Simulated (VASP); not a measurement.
# Sb (Pm-3m) in VASP: notebook, part 2 of 2

VASP 6.6.1. The steps go on from the part before.

### 3 Single point, PBEsol (volume scaled by 1.01)

INCAR reads:

```
SYSTEM = Sb
PREC = Accurate
ENCUT = 520
EDIFF = 1E-6
ISMEAR = -1
SIGMA = 0.08
LREAL = .FALSE.
LASPH = .TRUE.
NELM = 100
ALGO = Normal
ISIF = 2
LWAVE = .FALSE.
LCHARG = .FALSE.
GGA = PS
NBANDS = 8
```

KPOINTS reads:

```
regular mesh
0
G
  12 12 12
  0 0 0
```

POSCAR reads:

```
Sb
1.0
    3.1704984160      0.0000000000      0.0000000000
    0.0000000000      3.1704984160      0.0000000000
    0.0000000000      0.0000000000      3.1704984160
Sb
1
Direct
    0.0000000000      0.0000000000      0.0000000000
```

Potentials or basis: VASP PAW PBE potentials, release 64 (Sb).

Started as:

```console
> cat potpaw_PBE.64/Sb/POTCAR > POTCAR
> mpirun -np 1 vasp_std > vasp.out
```

OUTCAR:

```text
SYSTEM = Sb
   PREC = Accurate
   ENCUT = 520
   EDIFF = 1E-6
   ISMEAR = -1
   LREAL = .FALSE.
   LASPH = .TRUE.
   NELM = 100
   ISIF = 2
   GGA = PS

 ion  position               nearest neighbor table
   1  0.000  0.000  0.000-

  LATTYP: Found a simple cubic cell.
 ALAT       =     3.1704984160

  Lattice vectors:

 A1 = (   3.1704984160,   0.0000000000,   0.0000000000)
 A2 = (   0.0000000000,   3.1704984160,   0.0000000000)
 A3 = (   0.0000000000,   0.0000000000,   3.1704984160)

[... 440 lines left out ...]
      7      18.8532      0.00000
      8      19.0865      0.00000

 [... further k-points ...]

------------------------ aborting loop because EDIFF is reached ----------------------------------------

  FORCE on cell =-STRESS in cart. coord.  units (eV):
  Direction    XX          YY          ZZ          XY          YZ          ZX
  --------------------------------------------------------------------------------------
  -------------------------------------------------------------------------------------
  Total       -0.9894333     -0.9894333     -0.9894333     -0.0000000      0.0000000      0.0000000
  in kB      -49.7409943    -49.7409943    -49.7409943     -0.0000000      0.0000000      0.0000000
  external PRESSURE =     -49.7409943 kB  Pullay stress =       0.0000000 kB

 VOLUME and BASIS-vectors are now :
 -----------------------------------------------------------------------------
  energy-cutoff  :      520.00
  volume of cell :       31.87
      direct lattice vectors                 reciprocal lattice vectors
     3.170498416  0.000000000  0.000000000     0.315407822  0.000000000  0.000000000
     0.000000000  3.170498416  0.000000000     0.000000000  0.315407822  0.000000000
     0.000000000  0.000000000  3.170498416     0.000000000  0.000000000  0.315407822

 POSITION                                       TOTAL-FORCE (eV/Angst)
 -----------------------------------------------------------------------------------
      0.00000      0.00000      0.00000         0.000000      0.000000      0.000000
 -----------------------------------------------------------------------------------
    total drift:                               -0.000000      0.000000      0.000000

  FREE ENERGIE OF THE ION-ELECTRON SYSTEM (eV)
  ---------------------------------------------------
  free  energy   TOTEN  =        -4.4740471358 eV

  energy  without entropy=       -4.4581980373  energy(sigma->0) =       -4.46612259
```

It took 4.3 s on 1 thread of Intel Xeon 6975P-C, shared host; peak memory 0.15 GiB.

Results:

```
Free energy : -4.4740 eV
Pressure    : -5.0 GPa
```

Caveat: the PAW data sets were made with another functional, which shifts forces and pressure a little; spin-orbit coupling is left out, which moves the levels of the heavy elements.

### 4 Single point, PBEsol (volume scaled by 1.02)

INCAR reads:

```
SYSTEM = Sb
  ALGO = Normal
  EDIFF = 1E-6
  ENCUT = 520
  GGA = PS
  ISIF = 2
  ISMEAR = -1
  LASPH = .TRUE.
  LCHARG = .TRUE.
  LELF = .TRUE.
  LREAL = .FALSE.
  LVHAR = .TRUE.
  LWAVE = .FALSE.
  NBANDS = 8
  NELM = 100
  PREC = Accurate
  SIGMA = 0.08
```

KPOINTS reads:

```
k-points
0
G
  12 12 12
  0 0 0
```

POSCAR reads:

```
Sb
1.0
    3.1809277622      0.0000000000      0.0000000000
    0.0000000000      3.1809277622      0.0000000000
    0.0000000000      0.0000000000      3.1809277622
Sb
1
Direct
    0.0000000000      0.0000000000      0.0000000000
```

Started as:

```console
> cat potpaw_PBE.64/Sb/POTCAR > POTCAR
> mpirun -np 1 vasp_std > vasp.out
```

It took 5.4 s on 1 thread of Intel Xeon 6975P-C, shared host; peak memory 0.15 GiB.

The run converged. Its results:

```
Free energy : -4.4639 eV
Pressure    : -5.3 GPa
```

Levels at points of the mesh, in eV from the Fermi level:
```
           k point  band 1  band 2  band 3  band 4  band 5  band 6  band 7
(0.00, 0.00, 0.00)  -11.90    3.01    3.01    3.01    6.82    6.82    7.62
(0.50, 0.00, 0.00)   -9.74   -5.15    4.78    4.78    8.79   10.24   10.83
(0.50, 0.50, 0.00)   -7.49   -3.27   -3.27    2.33    6.54   12.23   12.95
(0.50, 0.50, 0.50)   -5.03   -1.52   -1.52   -1.52    4.86    4.86    4.86
```

Caveat: the PAW data sets were made with another functional, which shifts forces and pressure a little; spin-orbit coupling is left out, which moves the levels of the heavy elements.

### 5 Single point, PBEsol (volume scaled by 1.04)

INCAR reads:

```
SYSTEM = Sb
ALGO = Normal
EDIFF = 1E-6
ENCUT = 520
GGA = PS
ISIF = 2
ISMEAR = -1
LASPH = .TRUE.
LCHARG = .FALSE.
LREAL = .FALSE.
LWAVE = .FALSE.
NBANDS = 8
NELM = 100
PREC = Accurate
SIGMA = 0.08
```

KPOINTS is that of step 4.

POSCAR reads:

```
Sb
1.0
    3.2015837161      0.0000000000      0.0000000000
    0.0000000000      3.2015837161      0.0000000000
    0.0000000000      0.0000000000      3.2015837161
Sb
1
Direct
    0.0000000000      0.0000000000      0.0000000000
```

Started as:

```console
> cat potpaw_PBE.64/Sb/POTCAR > POTCAR
> mpirun -np 1 vasp_std > vasp.out
```

Run time: 4.7 s. Hardware: 1 thread of Intel Xeon 6975P-C, shared host; peak memory 0.15 GiB.

The run converged. Its results:

```
Free energy : -4.4416 eV
Pressure    : -6.0 GPa
```

Levels at points of the mesh, in eV from the Fermi level:
```tsv
k point	band 1	band 2	band 3	band 4	band 5	band 6	band 7
(0.00, 0.00, 0.00)	-11.76	2.97	2.97	2.97	6.80	6.80	7.51
(0.50, 0.00, 0.00)	-9.67	-5.02	4.68	4.68	8.74	10.19	10.68
(0.50, 0.50, 0.00)	-7.49	-3.18	-3.18	2.40	6.38	12.09	12.89
(0.50, 0.50, 0.50)	-5.12	-1.48	-1.48	-1.48	4.89	4.89	4.89
```

Caveat: the PAW data sets were made with another functional, which shifts forces and pressure a little; spin-orbit coupling is left out, which moves the levels of the heavy elements.

### 6 Overview

```csv
cell,gap on the mesh (eV),pressure (GPa)
"a = 3.149 Å, 1 atom",none,-4.2
"a = 3.170 Å, 1 atom",none,-5.0
"a = 3.181 Å, 1 atom",none,-5.3
"a = 3.202 Å, 1 atom",none,-6.0
```

Alike in all rows: task single point; level PBEsol; potentials or basis VASP PAW PBE potentials, release 64 (Sb); no spin polarisation; k mesh 12 × 12 × 12; cutoff (eV) 520; smearing fermi-dirac 0.08 eV.

Caveats: the PAW data sets were made with another functional, which shifts forces and pressure a little; spin-orbit coupling is left out, which moves the levels of the heavy elements.

Absolute energies hang on the potentials; compare differences alone.
